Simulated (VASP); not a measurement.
# Sb2Pt (Pnnm) in VASP: a series of runs

Sb2Pt is run at these levels: PBE; tasks: single point.

All numbers are computed with VASP 6.6.1; they aren't measurements. Logs are shortened: lines on timing, memory, paths and dates and some standing lists are left out, and cuts for length are marked.

### 1 The cell of the first run

It takes space group Pnnm (No. 58, orthorhombic). Conventional cell: a = 5.160 Å, b = 6.297 Å, c = 3.931 Å, α = 90.00°, β = 90.00°, γ = 90.00°. Within 3.4 Å of Sb (site symmetry m) lie 1 Sb at 2.57 Å and 3 Pt at 2.60 to 2.61 Å. Within 3.4 Å of Pt (site symmetry 2/m) lie 6 Sb at 2.60 to 2.61 Å.

### 2 Single point, PBE

Contents of INCAR:

```
SYSTEM = Sb2Pt
PREC = Accurate
ENCUT = 520
EDIFF = 1E-6
ISMEAR = 0
SIGMA = 0.1
LREAL = .FALSE.
LASPH = .TRUE.
NELM = 80
ALGO = Normal
ISIF = 2
LWAVE = .FALSE.
LCHARG = .TRUE.
GGA = PE
LELF = .TRUE.
LVHAR = .TRUE.
NBANDS = 29
```

Contents of KPOINTS:

```
regular mesh
0
G
  4 4 4
  0 0 0
```

Contents of POSCAR:

```
Sb2Pt
1.0
    5.1595834207      0.0000000000      0.0000000000
    0.0000000000      6.2972317473      0.0000000000
    0.0000000000      0.0000000000      3.9311554012
Sb Pt
4 2
Direct
    0.2004000000      0.3787000000      0.0000000000
    0.7996000000      0.6213000000      0.0000000000
    0.7004000000      0.1213000000      0.5000000000
    0.2996000000      0.8787000000      0.5000000000
    0.0000000000      0.0000000000      0.0000000000
    0.5000000000      0.5000000000      0.5000000000
```

Potentials or basis: VASP PAW PBE potentials, release 64 (Sb, Pt).

Started as:

```
cat potpaw_PBE.64/Sb/POTCAR potpaw_PBE.64/Pt/POTCAR > POTCAR
mpirun -np 1 vasp_std > vasp.out
```

OUTCAR:

```text
SYSTEM = Sb2Pt
   PREC = Accurate
   ENCUT = 520
   EDIFF = 1E-6
   ISMEAR = 0
   LREAL = .FALSE.
   LASPH = .TRUE.
   NELM = 80
   ISIF = 2
   GGA = PE

 ion  position               nearest neighbor table
   1  0.200  0.379  0.000-   2 2.57   5 2.60   6 2.61   6 2.61   2 3.45   3 3.63   3 3.63   3 3.63
                             3 3.63   4 3.75   4 3.75   4 3.75   4 3.75
   2  0.800  0.621  0.000-   1 2.57   5 2.60   6 2.61   6 2.61   1 3.45   4 3.63   4 3.63   4 3.63
                             4 3.63   3 3.75   3 3.75   3 3.75   3 3.75
   3  0.700  0.121  0.500-   4 2.57   6 2.60   5 2.61   5 2.61   4 3.45   1 3.63   1 3.63   1 3.63
                             1 3.63   2 3.75   2 3.75   2 3.75   2 3.75
   4  0.300  0.879  0.500-   3 2.57   6 2.60   5 2.61   5 2.61   3 3.45   2 3.63   2 3.63   2 3.63
                             2 3.63   1 3.75   1 3.75   1 3.75   1 3.75
   5  0.000  0.000  0.000-   1 2.60   2 2.60   3 2.61   4 2.61   3 2.61   4 2.61
   6  0.500  0.500  0.500-   3 2.60   4 2.60   1 2.61   2 2.61   1 2.61   2 2.61

  LATTYP: Found a simple orthorhombic cell.
 ALAT       =     3.9311554012
 B/A-ratio  =     1.3124852350
 C/A-ratio  =     1.6018781006

  Lattice vectors:

 A1 = (   0.0000000000,   0.0000000000,   3.9311554012)
 A2 = (   5.1595834207,   0.0000000000,   0.0000000000)
 A3 = (   0.0000000000,   6.2972317473,   0.0000000000)

Analysis of symmetry for initial positions (statically):
=====================================================================
 Subroutine PRICEL returns:
 Original cell was already a primitive cell.

 Routine SETGRP: Setting up the symmetry group for a
 simple orthorhombic supercell.

 Subroutine GETGRP returns: Found  8 space group operations
 (whereof  4 operations were pure point group operations)
 out of a pool of  8 trial point group operations.

The static configuration has the point symmetry C_2h.
 The point group associated with its full space group is D_2h.

Analysis of symmetry for dynamics (positions and initial velocities):
=====================================================================
 Subroutine PRICEL returns:
 Original cell was already a primitive cell.

 Routine SETGRP: Setting up the symmetry group for a
 simple orthorhombic supercell.

 Subroutine GETGRP returns: Found  8 space group operations
 (whereof  4 operations were pure point group operations)
 out of a pool of  8 trial point group operations.

The dynamic configuration has the point symmetry C_2h.
 The point group associated with its full space group is D_2h.

 Subroutine INISYM returns: Found  8 space group operations
 (whereof  4 operations are pure point group operations),
 and found     1 'primitive' translations
[... 103 lines left out ...]
   EDIFF  = 0.1E-05   stopping-criterion for ELM
   LREAL  =      F    real-space projection
   EDIFFG = 0.1E-04   stopping-criterion for IOM
   NSW    =      0    number of steps for IOM
   IBRION =     -1    ionic relax: 0-MD 1-quasi-New 2-CG
   NFREE  =      0    steps in history (QN), initial steepest desc. (CG)
   ISIF   =      2    stress and relaxation
   ISYM   =      2    0-nonsym 1-usesym 2-fastsym
   POTIM  = 0.5000    time-step for ionic-motion
   TEBEG  =    0.0;   TEEND  =   0.0 temperature during run
   PSTRESS=    0.0 pullay stress
   NELECT =      40.0000    total number of electrons
   NUPDOWN=      -1.0000    fix difference up-down
   EMIN   =  10.00;   EMAX   =-10.00  energy-range for DOS
   EFERMI =   0.00;   METHOD = LEGACY
   ISMEAR =     0;   SIGMA  =   0.10  broadening in eV -4-tet -1-fermi 0-gaus
   EFERMI_NEDOS =   21; number of points for ismear=-14 and -15
   IALGO  =     38    algorithm
   IMIX   =      4    mixing-type and parameters
     AMIX     =   0.40;   BMIX     =  1.00
     AMIX_MAG =   1.60;   BMIX_MAG =  1.00
  volume/ion in A,a.u.               =      21.29       143.66
  Fermi-wavevector in a.u.,A,eV,Ry     =   1.111732  2.100868 16.816085  1.235947
  Thomas-Fermi vector in A             =   2.248298
   LORBIT       =      0    0 simple, 1 ext, 2 COOP (PROOUT), +10 PAW based schemes
   GGA     = PE    functional components
   LHFCALC =     F    Hartree Fock is set to
   AEXX    =    0.0000 exact exchange contribution
   IVDW    =     0    specifies the selected vdW correction
   LEPSILON=     F    determine dielectric tensor
   LRPA    =     F    only Hartree local field effects (RPA)
 non-spin polarized calculation
 Gauss-broadening in eV      SIGMA  =   0.10
  energy-cutoff  :      520.00
  volume of cell :      127.73
 maximum number of plane-waves:      3452
 NGX is ok and might be reduce to    40
   NGX = 19   NGY = 23   NGZ = 15

 number of electron      40.0000002 magnetization

 Free energy of the ion-electron system (eV)
  ---------------------------------------------------
  ext. energy  EPLUGINS =         0.00000000
  ---------------------------------------------------
  free energy    TOTEN  =       -30.26039504 eV

  energy without entropy =      -30.25293624  energy(sigma->0) =      -30.25666564

 E-fermi :  10.6220     XC(G=0): -11.1291

 val. band max:       10.6002243049   @ k =   0.2500   0.2500   0.0000
 cond. band min:      10.6388338482   @ k =   0.0000   0.2500   0.5000
 fundamental gap:      0.0386095433
 Fermi energy:        10.6219713292

 k-point     1 :       0.0000    0.0000    0.0000
  band No.  band energies     occupation
      1      -3.3380      2.00000
      2      -1.0554      2.00000
      3       1.1734      2.00000
      4       2.0790      2.00000
      5       3.0155      2.00000
      6       4.0118      2.00000
[... 757 lines left out ...]
     28      16.0424      0.00000
     29      16.5995      0.00000

 [... further k-points ...]
[... 5 lines left out ...]
  --------------------------------------------------------------------------------------
  -------------------------------------------------------------------------------------
  Total       17.6079006     15.0013865     13.7582835      0.0000000      0.0000000      0.0000000
  in kB      220.8684250    188.1730642    172.5799378      0.0000000      0.0000000      0.0000000
  external PRESSURE =     193.8738090 kB  Pullay stress =       0.0000000 kB

 VOLUME and BASIS-vectors are now :
 -----------------------------------------------------------------------------
  energy-cutoff  :      520.00
  volume of cell :      127.73
      direct lattice vectors                 reciprocal lattice vectors
     5.159583421  0.000000000  0.000000000     0.193814097  0.000000000  0.000000000
     0.000000000  6.297231747  0.000000000     0.000000000  0.158799936  0.000000000
     0.000000000  0.000000000  3.931155401     0.000000000  0.000000000  0.254378140

 POSITION                                       TOTAL-FORCE (eV/Angst)
 -----------------------------------------------------------------------------------
      1.03398      2.38476      0.00000         1.671507     -1.409867     -0.000000
      4.12560      3.91247      0.00000        -1.671507      1.409867      0.000000
      3.61377      0.76385      1.96558         1.671507      1.409867     -0.000000
      1.54581      5.53338      1.96558        -1.671507     -1.409867      0.000000
      0.00000      0.00000      0.00000        -0.000000      0.000000      0.000000
      2.57979      3.14862      1.96558        -0.000000      0.000000      0.000000
 -----------------------------------------------------------------------------------
    total drift:                               -0.000000      0.000000     -0.000000

  FREE ENERGIE OF THE ION-ELECTRON SYSTEM (eV)
  ---------------------------------------------------
  free  energy   TOTEN  =       -30.2603950371 eV

  energy  without entropy=      -30.2529362360  energy(sigma->0) =      -30.25666564
```

OSZICAR:

```text
N       E                     dE             d eps       ncg     rms          rms(c)
DAV:   1     0.237337216301E+03    0.23734E+03   -0.15843E+04  1566   0.118E+03
DAV:   2    -0.181464109188E+02   -0.25548E+03   -0.24605E+03  1825   0.227E+02
DAV:   3    -0.311387654359E+02   -0.12992E+02   -0.12708E+02  1927   0.550E+01
DAV:   4    -0.313058725255E+02   -0.16711E+00   -0.16680E+00  1740   0.664E+00
DAV:   5    -0.313080415891E+02   -0.21691E-02   -0.21689E-02  1846   0.850E-01    0.143E+01
DAV:   6    -0.305081267072E+02    0.79991E+00   -0.39610E+00  1699   0.142E+01    0.587E+00
DAV:   7    -0.303202514209E+02    0.18788E+00   -0.68427E-01  1651   0.618E+00    0.425E+00
DAV:   8    -0.302615449727E+02    0.58706E-01   -0.10534E-01  1779   0.214E+00    0.535E-01
DAV:   9    -0.302601332991E+02    0.14117E-02   -0.13401E-02  1752   0.771E-01    0.239E-01
DAV:  10    -0.302604198060E+02   -0.28651E-03   -0.15079E-03  1746   0.241E-01    0.701E-02
DAV:  11    -0.302603978224E+02    0.21984E-04   -0.74761E-05  1803   0.528E-02    0.256E-02
DAV:  12    -0.302603945394E+02    0.32831E-05   -0.19962E-05  1729   0.289E-02    0.356E-03
DAV:  13    -0.302603950371E+02   -0.49771E-06   -0.10400E-06  1106   0.529E-03
   1 F= -.30260395E+02 E0= -.30256666E+02  d E =-.745880E-02
```

stdout:

```text
POSCAR found type information on POSCAR SbPt
 POSCAR found :  2 types and       6 ions
 scaLAPACK will be used
 LDA part: xc-table for (Slater+PW92), standard interpolation
 POSCAR, INCAR and KPOINTS ok, starting setup
 FFT: planning ... GRIDC
 FFT: planning ... GRID_SOFT
 FFT: planning ... GRID
 WAVECAR not read
 entering main loop
```

Run time: 37 s. Hardware: 1 thread of Intel Xeon 6975P-C (Granite Rapids), shared host; peak memory 0.28 GiB.

What came out:

| Item | Value |
| --- | --- |
| Free energy | -30.2604 eV |
| Pressure | 19.4 GPa |
| Largest force | 2.187 eV/Å |
| Band gap on the k mesh | zero (band 20 reaches 11.09 eV, above the bottom of band 21 at 9.87 eV) |

Forces on the atoms (eV/Å):
```
Sb   1.672 -1.410  0.000
Sb  -1.672  1.410  0.000
Sb   1.672  1.410  0.000
Sb  -1.672 -1.410  0.000
Pt   0.000  0.000  0.000
Pt   0.000  0.000  0.000
```

Caveat: the k points lie up to 0.40 Å⁻¹ apart; spin-orbit coupling is left out, which moves the levels of the heavy elements; forces of over 1 eV/Å act on the atoms, so gaps and moduli don't describe the material at rest.

### 3 Single point, PBE

This run uses another cell than the first one, of 24.43 Å³/atom, 1.148 times its volume.

Contents of INCAR:

```
SYSTEM = Sb2Pt
ALGO = Normal
EDIFF = 1E-6
ENCUT = 520
GGA = PE
ISIF = 2
ISMEAR = 0
LASPH = .True.
LCHARG = .False.
LREAL = .False.
LWAVE = .False.
NBANDS = 29
NELM = 100
PREC = Accurate
SIGMA = 0.1
```

Contents of KPOINTS:

```
k-points
0
Gamma
  4 4 4
  0 0 0
```

Contents of POSCAR:

```
Sb2Pt
1.0
    5.3524988836      0.0000000000      0.0000000000
    0.0000000000      6.5562330146      0.0000000000
    0.0000000000      0.0000000000      4.1766593703
Sb Pt
4 2
Direct
    0.2163749625      0.3697963256      0.0000000000
    0.7836250375      0.6302036744      0.0000000000
    0.7163749625      0.1302036744      0.5000000000
    0.2836250375      0.8697963256      0.5000000000
    0.0000000000      0.0000000000      0.0000000000
    0.5000000000      0.5000000000      0.5000000000
```

Potentials or basis: VASP PAW PBE potentials, release 64 (Sb, Pt).

Started as:

```
cat potpaw_PBE.64/Sb/POTCAR potpaw_PBE.64/Pt/POTCAR > POTCAR
mpirun -np 1 vasp_std > vasp.out
```

Run time: 41 s. Hardware: 1 thread of Intel Xeon 6975P-C (Granite Rapids), shared host; peak memory 0.29 GiB.

It converged, with:

| Item | Value |
| --- | --- |
| Free energy | -31.5700 eV |
| Pressure | -0.3 GPa |
| Largest force | 0.022 eV/Å |
| Band gap on the k mesh | zero (band 20 reaches 8.92 eV, above the bottom of band 21 at 7.39 eV) |

Forces in eV/Å, atoms in the order of the input:
```
Sb   0.015 -0.016  0.000
Sb  -0.015  0.016  0.000
Sb   0.015  0.016  0.000
Sb  -0.015 -0.016  0.000
Pt   0.000  0.000  0.000
Pt   0.000  0.000  0.000
```

Stress tensor (GPa, compression positive):
```
-0.27  0.00  0.00
 0.00 -0.32  0.00
 0.00  0.00 -0.43
```

Levels at points of the mesh, in eV from the Fermi level:
| k point | band 16 | band 17 | band 18 | band 19 | band 20 | band 21 | band 22 | band 23 | band 24 | band 25 |
| --- | --- | --- | --- | --- | --- | --- | --- | --- | --- | --- |
| (0.00, 0.00, 0.00) | -2.57 | -2.57 | -2.13 | -1.67 | 0.01 | 0.28 | 2.15 | 3.17 | 3.49 | 3.72 |
| (0.50, 0.00, 0.00) | -3.02 | -0.72 | -0.72 | -0.36 | -0.36 | 2.12 | 2.12 | 2.13 | 2.13 | 2.69 |
| (0.00, 0.50, 0.00) | -2.96 | -1.65 | -1.65 | -1.12 | -1.12 | 0.97 | 0.97 | 2.80 | 2.80 | 3.49 |
| (0.50, 0.50, 0.00) | -2.83 | -0.46 | -0.46 | 0.10 | 0.10 | 0.18 | 0.18 | 1.88 | 1.88 | 3.17 |
| (0.00, 0.00, 0.50) | -3.42 | -2.48 | -2.48 | -1.56 | -1.56 | 0.84 | 0.84 | 1.44 | 1.44 | 2.15 |
| (0.50, 0.00, 0.50) | -3.38 | -2.78 | -2.78 | -2.71 | -2.71 | 0.03 | 0.03 | 2.98 | 2.98 | 3.99 |
| (0.00, 0.50, 0.50) | -3.36 | -2.23 | -2.23 | -1.39 | -1.39 | -0.99 | -0.99 | 1.58 | 1.58 | 3.03 |
| (0.50, 0.50, 0.50) | -3.38 | -2.71 | -2.71 | -0.72 | -0.72 | 1.62 | 1.62 | 2.06 | 2.06 | 2.35 |

Caveat: the k points lie up to 0.38 Å⁻¹ apart; spin-orbit coupling is left out, which moves the levels of the heavy elements.
